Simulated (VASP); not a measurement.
# CdF3 (Im-3m) in VASP: a series of runs

Runs on CdF3. Level: PBE. Tasks: relaxation of cell and atoms, single point.

Everything below comes from runs of VASP 6.6.1. Logs are shortened: lines on timing, memory, paths and dates and some standing lists are left out, and cuts for length are marked.

### Step 1. The cell of the first run

The structure is cubic, space group Im-3m (No. 229). The conventional cell has a = 5.053 Å, b = 5.053 Å, c = 5.053 Å, α = 90.00°, β = 90.00°, γ = 90.00°. Cd (site symmetry m-3m) has 6 F at 2.53 Å within 3.3 Å. Within 3.3 Å of F (site symmetry 4/mmm) lie 2 Cd at 2.53 Å and 4 F at 2.53 Å.

### Step 2. Relaxation of cell and atoms, PBE, collinear spin, ferromagnetic start

INCAR

```
PREC = Accurate
ENCUT = 600
EDIFF = 1E-7
ISMEAR = 0
SIGMA = 0.1
LREAL = False
LASPH = True
NELM = 150
ALGO = Normal
ISIF = 3
LWAVE = False
LCHARG = False
ISPIN = 2
MAGMOM = 0 1 1 1
LORBIT = 11
GGA = PE
IBRION = 2
NSW = 90
EDIFFG = -0.04
```

KPOINTS

```
regular mesh
0
Gamma
  6 6 6
```

POSCAR

```
CdF3
1.0
   -2.5264718100      2.5264718100      2.5264718100
    2.5264718100     -2.5264718100      2.5264718100
    2.5264718100      2.5264718100     -2.5264718100
Cd F
1 3
Direct
    0.0000000000      0.0000000000      0.0000000000
    0.0000000000      0.5000000000      0.5000000000
    0.5000000000      0.0000000000      0.5000000000
    0.5000000000      0.5000000000      0.0000000000
```

Potentials or basis: VASP PAW PBE potentials, release 64 (Cd, F).

Started as:

```
$ cat potpaw_PBE.64/Cd/POTCAR potpaw_PBE.64/F/POTCAR > POTCAR
$ mpirun -np 1 vasp_std > vasp.out
```

OUTCAR:

```text
PREC = Accurate
   ENCUT = 600
   EDIFF = 1E-7
   ISMEAR = 0
   LREAL = False
   LASPH = True
   NELM = 150
   ISIF = 3
   ISPIN = 2
   LORBIT = 11
   GGA = PE
   IBRION = 2
   NSW = 90
   EDIFFG = -0.04

 ion  position               nearest neighbor table
   1  0.000  0.000  0.000-   2 2.53   3 2.53   4 2.53   2 2.53   3 2.53   4 2.53
   2  0.000  0.500  0.500-   1 2.53   1 2.53
   3  0.500  0.000  0.500-   1 2.53   1 2.53
   4  0.500  0.500  0.000-   1 2.53   1 2.53

  LATTYP: Found a body centered cubic cell.
 ALAT       =     5.0529436200

  Lattice vectors:

 A1 = (  -2.5264718100,   2.5264718100,   2.5264718100)
 A2 = (   2.5264718100,  -2.5264718100,   2.5264718100)
 A3 = (   2.5264718100,   2.5264718100,  -2.5264718100)

Analysis of symmetry for initial positions (statically):
=====================================================================
 Subroutine PRICEL returns:
 Original cell was already a primitive cell.

 Routine SETGRP: Setting up the symmetry group for a
 body centered cubic supercell.

 Subroutine GETGRP returns: Found 48 space group operations
 (whereof 48 operations were pure point group operations)
 out of a pool of 48 trial point group operations.

The static configuration has the point symmetry O_h .

Analysis of symmetry for dynamics (positions and initial velocities):
=====================================================================
 Subroutine PRICEL returns:
 Original cell was already a primitive cell.

 Routine SETGRP: Setting up the symmetry group for a
 body centered cubic supercell.

 Subroutine GETGRP returns: Found 48 space group operations
 (whereof 48 operations were pure point group operations)
 out of a pool of 48 trial point group operations.

The dynamic configuration has the point symmetry O_h .

Analysis of structural, dynamic, and magnetic symmetry:
=====================================================================
 Subroutine PRICEL returns:
 Original cell was already a primitive cell.

 Routine SETGRP: Setting up the symmetry group for a
 body centered cubic supercell.

 Subroutine GETGRP returns: Found 48 space group operations
 (whereof 48 operations were pure point group operations)
 out of a pool of 48 trial point group operations.

The overall configuration has the point symmetry O_h .

 Subroutine INISYM returns: Found 48 space group operations
 (whereof 48 operations are pure point group operations),
 and found     1 'primitive' translations

----------------------------------------------------------------------------------------

                                     Primitive cell

  volume of cell :      64.5065

  direct lattice vectors                    reciprocal lattice vectors
    -2.526471810  2.526471810  2.526471810     0.000000000  0.197904444  0.197904444
     2.526471810 -2.526471810  2.526471810     0.197904444  0.000000000  0.197904444
     2.526471810  2.526471810 -2.526471810     0.197904444  0.197904444  0.000000000

  length of vectors
     4.375977539  4.375977539  4.375977539     0.279879149  0.279879149  0.279879149

  position of ions in fractional coordinates (direct lattice)
     0.000000000  0.000000000  0.000000000
     0.000000000  0.500000000  0.500000000
     0.500000000  0.000000000  0.500000000
     0.500000000  0.500000000  0.000000000

  ion indices of the primitive-cell ions
   primitive index   ion index
                 1           1
                 2           2
                 3           3
                 4           4

----------------------------------------------------------------------------------------

 KPOINTS: regular mesh

Automatic generation of k-mesh.
 Grid dimensions read from file:
 generate k-points for:    6    6    6

 Generating k-lattice:

  Cartesian coordinates                     Fractional coordinates (reciprocal lattice)
     0.000000000  0.032984074  0.032984074     0.166666667  0.000000000  0.000000000
     0.032984074  0.000000000  0.032984074     0.000000000  0.166666667  0.000000000
     0.032984074  0.032984074  0.000000000     0.000000000  0.000000000  0.166666667

  Length of vectors
     0.046646525  0.046646525  0.046646525

  Shift w.r.t. Gamma in fractional coordinates (k-lattice)
     0.000000000  0.000000000  0.000000000

 Subroutine IBZKPT returns following result:
 ===========================================

 Found     16 irreducible k-points:

 Following reciprocal coordinates:
            Coordinates               Weight
  0.000000  0.000000  0.000000      1.000000
  0.166667  0.000000  0.000000     12.000000
  0.333333  0.000000  0.000000     12.000000
  0.500000  0.000000  0.000000      6.000000
  0.166667  0.166667  0.000000     24.000000
  0.333333  0.166667  0.000000     48.000000
[... 8 lines left out ...]
  0.500000  0.500000  0.333333     12.000000
  0.500000  0.500000  0.500000      1.000000
   k-points           NKPTS =     16   k-points in BZ     NKDIM =     16   number of bands    NBANDS=     22
   number of dos      NEDOS =    301   number of ions     NIONS =      4
   total plane-waves  NPLWV =  46656
   dimension x,y,z NGX =    36 NGY =   36 NGZ =   36
   dimension x,y,z NGXF=    72 NGYF=   72 NGZF=   72
   ions per type =               1   3
   NGX,Y,Z   is equivalent  to a cutoff of  13.68, 13.68, 13.68 a.u.
   NGXF,Y,Z  is equivalent  to a cutoff of  27.35, 27.35, 27.35 a.u.
 SYSTEM =  unknown system
   PREC   = accura    normal or accurate (medium, high low for compatibility)
   ISTART =      0    job   : 0-new  1-cont  2-samecut
   ICHARG =      2    charge: 1-file 2-atom 10-const
   ISPIN  =      2    spin polarized calculation?
   LNONCOLLINEAR =      F non collinear calculations
   LSORBIT =      F    spin-orbit coupling
   LASPH  =      T    aspherical Exc in radial PAW
   ENCUT  =  600.0 eV  44.10 Ry    6.64 a.u.   8.74  8.74  8.74*2*pi/ulx,y,z
   NELM   =    150;   NELMIN=  2; NELMDL= -5     # of ELM steps
   EDIFF  = 0.1E-06   stopping-criterion for ELM
   LREAL  =      F    real-space projection
   EDIFFG = -.4E-01   stopping-criterion for IOM
   NSW    =     90    number of steps for IOM
   IBRION =      2    ionic relax: 0-MD 1-quasi-New 2-CG
   NFREE  =      1    steps in history (QN), initial steepest desc. (CG)
   ISIF   =      3    stress and relaxation
   ISYM   =      2    0-nonsym 1-usesym 2-fastsym
   POTIM  = 0.5000    time-step for ionic-motion
   TEBEG  =    0.0;   TEEND  =   0.0 temperature during run
   PSTRESS=    0.0 pullay stress
   NELECT =      33.0000    total number of electrons
   NUPDOWN=      -1.0000    fix difference up-down
   EMIN   =  10.00;   EMAX   =-10.00  energy-range for DOS
   EFERMI =   0.00;   METHOD = LEGACY
   ISMEAR =     0;   SIGMA  =   0.10  broadening in eV -4-tet -1-fermi 0-gaus
   EFERMI_NEDOS =   21; number of points for ismear=-14 and -15
   IALGO  =     38    algorithm
   IMIX   =      4    mixing-type and parameters
     AMIX     =   0.40;   BMIX     =  1.00
     AMIX_MAG =   1.60;   BMIX_MAG =  1.00
  volume/ion in A,a.u.               =      16.13       108.83
  Fermi-wavevector in a.u.,A,eV,Ry     =   1.309318  2.474252 23.324641  1.714313
  Thomas-Fermi vector in A             =   2.439925
   LORBIT       =     11    0 simple, 1 ext, 2 COOP (PROOUT), +10 PAW based schemes
   GGA     = PE    functional components
   LHFCALC =     F    Hartree Fock is set to
   AEXX    =    0.0000 exact exchange contribution
   IVDW    =     0    specifies the selected vdW correction
   LEPSILON=     F    determine dielectric tensor
   LRPA    =     F    only Hartree local field effects (RPA)
 conjugate gradient relaxation of ions
 spin polarized calculation
 Gauss-broadening in eV      SIGMA  =   0.10
  energy-cutoff  :      600.00
  volume of cell :       64.51
 maximum number of plane-waves:      2214
   NGX = 17   NGY = 17   NGZ = 17

--------------------------------------- Ionic step        1  -------------------------------------------

 number of electron      33.0000012 magnetization       0.9999905

 Free energy of the ion-electron system (eV)
  ---------------------------------------------------
  ext. energy  EPLUGINS =         0.00000000
  ---------------------------------------------------
  free energy    TOTEN  =       -10.94984355 eV

  energy without entropy =      -10.92361760  energy(sigma->0) =      -10.93673057

------------------------ aborting loop because EDIFF is reached ----------------------------------------

  FORCE on cell =-STRESS in cart. coord.  units (eV):
  Direction    XX          YY          ZZ          XY          YZ          ZX
  --------------------------------------------------------------------------------------
  -------------------------------------------------------------------------------------
  Total       -4.1522528     -4.1522528     -4.1522528      0.0000000      0.0000000     -0.0000000
  in kB     -103.1314233   -103.1314233   -103.1314233      0.0000000      0.0000000     -0.0000000
  external PRESSURE =    -103.1314233 kB  Pullay stress =       0.0000000 kB
[... 23 lines left out ...]
  energy  without entropy=      -10.9236175975  energy(sigma->0) =      -10.93673057

--------------------------------------- Ionic step        2  -------------------------------------------

 number of electron      33.0000021 magnetization       1.0000048

 E-fermi :  -1.5297     XC(G=0):  -9.8318

 val. band max:       -1.5310469924   @ k =  -0.3333   0.3333   0.1667
 cond. band min:      -1.5222341033   @ k =   0.1667   0.0000   0.0000
 fundamental gap:      0.0088128891
 Fermi energy:        -1.5297496817

 spin component 1

 k-point     1 :       0.0000    0.0000    0.0000
  band No.  band energies     occupation
      1     -23.1639      1.00000
      2     -22.0807      1.00000
      3     -22.0807      1.00000
      4      -7.5187      1.00000
      5      -7.5187      1.00000
      6      -7.5187      1.00000
[... 827 lines left out ...]
  energy  without entropy=      -11.3868509832  energy(sigma->0) =      -11.39941322

--------------------------------------- Ionic step        3  -------------------------------------------

 number of electron      32.9999999 magnetization       1.0000000

 Free energy of the ion-electron system (eV)
  ---------------------------------------------------
  ext. energy  EPLUGINS =         0.00000000
  ---------------------------------------------------
  free energy    TOTEN  =       -11.46787281 eV

  energy without entropy =      -11.44308134  energy(sigma->0) =      -11.45547707

 E-fermi :  -1.1182     XC(G=0): -10.1627

 val. band max:       -1.1198966244   @ k =  -0.3333   0.3333   0.1667
 cond. band min:      -1.1128857037   @ k =   0.1667   0.0000   0.0000
 fundamental gap:      0.0070109208
 Fermi energy:        -1.1182066614

 spin component 1

 k-point     1 :       0.0000    0.0000    0.0000
  band No.  band energies     occupation
      1     -23.0383      1.00000
      2     -21.7851      1.00000
      3     -21.7851      1.00000
      4      -6.9888      1.00000
      5      -6.9888      1.00000
      6      -6.9888      1.00000
[... 823 lines left out ...]
  FREE ENERGIE OF THE ION-ELECTRON SYSTEM (eV)
  ---------------------------------------------------
  free  energy   TOTEN  =       -11.4678728140 eV

  energy  without entropy=      -11.4430813353  energy(sigma->0) =      -11.45547707

 reached required accuracy - stopping structural energy minimisation

 total charge

# of ion       s       p       d       tot
------------------------------------------
    1        0.211   0.152   9.666  10.029
    2        1.745   4.226   0.000   5.971
    3        1.745   4.226   0.000   5.971
    4        1.745   4.226   0.000   5.971
--------------------------------------------------
tot          5.448  12.829   9.666  27.943

 magnetization (x)

# of ion       s       p       d       tot
------------------------------------------
    1       -0.007  -0.004   0.000  -0.010
    2        0.002   0.318   0.000   0.319
    3        0.002   0.318   0.000   0.319
    4        0.002   0.318   0.000   0.319
--------------------------------------------------
tot         -0.002   0.949   0.000   0.947
```

Run time: 3.2 min. Hardware: 1 thread of Intel Xeon 8259CL, shared host; peak memory 0.27 GiB.

Results:

```yaml
Free_energy: -11.4679 eV
Relaxed_volume: 12.99 Å³/atom
Relaxed_cell: a = 4.072 Å, b = 4.072 Å, c = 4.072 Å, α = 109.47°, β = 109.47°, γ = 109.47°
Space_group_after_relaxing_to_0.05_Å: Im-3m (No. 229)
Energy_gained_by_relaxing: 129.5 meV/atom
Ionic_steps: 3
Pressure_after_relaxing: -0.4 GPa
Band_gap_on_the_k_mesh: zero (filled and empty bands overlap)
Net_moment: 1.00 μB per cell
Site_moments: Cd -0.01; F +0.32 μB
Valence_electrons_inside_the_program's_atomic_spheres: Cd 10.03; F 5.97
```

The path:
```tsv
step	energy change (eV)	largest force (eV/Å)	pressure (GPa)	volume (Å³)
1	0.0000	0.0000	-10.31	64.51
2	-0.4621	0.0000	-4.67	55.29
3	-0.5180	0.0000	-0.44	51.97
```

Final structure:
```cif
data_structure
_symmetry_space_group_name_H-M 'P 1'
_symmetry_Int_Tables_number 1
_cell_length_a 4.0718
_cell_length_b 4.0718
_cell_length_c 4.0718
_cell_angle_alpha 109.471
_cell_angle_beta 109.471
_cell_angle_gamma 109.471
_cell_volume 51.97
loop_
_atom_site_label
_atom_site_type_symbol
_atom_site_fract_x
_atom_site_fract_y
_atom_site_fract_z
_atom_site_occupancy
Cd1 Cd 0.00000 0.00000 0.00000 1
F1 F 0.00000 0.50000 0.50000 1
F2 F 0.50000 0.00000 0.50000 1
F3 F 0.50000 0.50000 0.00000 1
```

Caveat: the volume moved by over 15 % at a fixed basis, so the end points are rough.

### Step 3. Single point, PBE, collinear spin, ferromagnetic start

This run uses another cell than the first one, of 12.90 Å³/atom, 0.800 times its volume.

INCAR

```
SYSTEM = CdF3
ALGO = Normal
EDIFF = 1E-6
ENCUT = 520
GGA = PE
ISIF = 2
ISMEAR = 0
ISPIN = 2
LASPH = .TRUE.
LCHARG = .FALSE.
LORBIT = 11
LREAL = .FALSE.
LWAVE = .FALSE.
MAGMOM = 0 0.38 0.38 0.38
NBANDS = 28
NELM = 150
PREC = Accurate
SIGMA = 0.1
```

KPOINTS

```
k-points
0
G
  14 14 14
  0 0 0
```

POSCAR

```
CdF3
1.0
   -2.3453043242      2.3453043242      2.3453043242
    2.3453043242     -2.3453043242      2.3453043242
    2.3453043242      2.3453043242     -2.3453043242
Cd F
1 3
Direct
    0.0000000000      0.0000000000      0.0000000000
    0.0000000000      0.5000000000      0.5000000000
    0.5000000000      0.0000000000      0.5000000000
    0.5000000000      0.5000000000      0.0000000000
```

Potentials or basis: VASP PAW PBE potentials, release 64 (Cd, F).

Started as:

```
$ cat potpaw_PBE.64/Cd/POTCAR potpaw_PBE.64/F/POTCAR > POTCAR
$ mpirun -np 1 vasp_std > vasp.out
```

Wall time 6.5 min (1 thread of Intel Xeon 8259CL, shared host); peak memory 0.34 GiB.

Results (log left out):

```
Free energy                                           : -11.4405 eV
Pressure                                              : 0.1 GPa
Band gap on the k mesh                                : zero (filled and empty bands overlap)
Net moment                                            : 1.00 μB per cell
Site moments                                          : Cd -0.01; F +0.32 μB
Valence electrons inside the program's atomic spheres : Cd 10.03; F 5.97
```

Levels at points of the mesh, in eV from the Fermi level:
Spin up:
| k point | band 15 | band 16 | band 17 | band 18 | band 19 | band 20 |
| --- | --- | --- | --- | --- | --- | --- |
| (0.00, 0.00, 0.00) | -0.59 | -0.59 | -0.59 | 1.88 | 13.60 | 13.60 |
| (0.50, 0.00, 0.00) | -2.05 | -1.19 | -0.54 | 5.59 | 7.96 | 10.56 |
| (0.50, 0.50, 0.50) | -0.55 | -0.55 | -0.55 | 4.11 | 10.53 | 10.53 |
Spin down:
| k point | band 13 | band 14 | band 15 | band 16 | band 17 | band 18 | band 19 | band 20 |
| --- | --- | --- | --- | --- | --- | --- | --- | --- |
| (0.00, 0.00, 0.00) | -2.75 | -2.75 | 0.22 | 0.22 | 0.22 | 1.93 | 13.60 | 13.60 |
| (0.50, 0.00, 0.00) | -1.52 | -1.45 | -1.40 | -0.89 | 0.28 | 5.71 | 8.08 | 10.60 |
| (0.50, 0.50, 0.50) | -2.10 | -2.10 | 0.27 | 0.27 | 0.27 | 4.12 | 10.68 | 10.68 |
